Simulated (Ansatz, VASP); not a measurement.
# In in VASP and in Ansatz

The input POSCAR:

```
In
1.0
   -2.3141739544      1.9062040780      1.9062040780
    1.9062040780     -2.3141739544      1.9062040780
    1.9062040780      1.9062040780     -2.3141739544
In
1
Direct
    0.0000000000      0.0000000000      0.0000000000
```

File INCAR.step1:

```
PREC = Accurate
ENCUT = 550
ISMEAR = 0
SIGMA = 0.15
LREAL = False
LASPH = True
NELM = 120
NBANDS = 12
GGA = PE
ALGO = Normal
EDIFF = 1E-5
LWAVE = True
LCHARG = False
GGA_COMPAT = False
```

File INCAR.step2:

```
PREC = Accurate
ENCUT = 550
EDIFF = 1E-6
ISMEAR = 0
SIGMA = 0.15
LREAL = False
LASPH = True
NELM = 120
ALGO = Normal
ISIF = 2
LWAVE = False
LCHARG = False
METAGGA = R2SCAN
LMIXTAU = True
NBANDS = 12
ISTART = 1
GGA_COMPAT = False
```

KPOINTS

```
regular mesh
0
Gamma
  20 20 20
```

Input for Ansatz:

```yaml
crystal:
  lattice:
    - [-2.3141739544, 1.906204078, 1.906204078]
    - [1.906204078, -2.3141739544, 1.906204078]
    - [1.906204078, 1.906204078, -2.3141739544]
  atoms:
    - { symbol: In, position: [0.0, 0.0, 0.0] }
basis:
  ecutwfc: 500
kpoints:
  mp_grid: { grid: [20, 20, 20] }
hamiltonian:
  xc: r2scan
scf:
  occupations: { method: gaussian, width: 0.15 }
output:
  forces: true
  stress: true
  eigenvalues: true
```

Alike in both runs: task single point; functional r2SCAN; k mesh 20 × 20 × 20; occupations gaussian, width 0.15 eV; no spin polarisation.

|  | VASP | Ansatz |
| --- | --- | --- |
| version | VASP 6.6.1 | Ansatz 0.2.0 |
| potentials or method | VASP PAW PBE potentials, release 64 (In_d), cutoff 550 eV | scalar-relativistic, plane waves, PAW |
| valence electrons in the cell | 13 | 13 |

```tsv
	VASP	Ansatz	Ansatz less VASP
gap on the k mesh at the Fermi level (eV)	none	none	-
pressure (GPa)	7.0	7.0	-0.09
traceless stress, the component that is largest in VASP (GPa)	8.65	8.58	-0.072
```

VASP's potentials were made for PBE, not for r2SCAN. A gap of «none» marks a metal or a gap that the smearing closes.
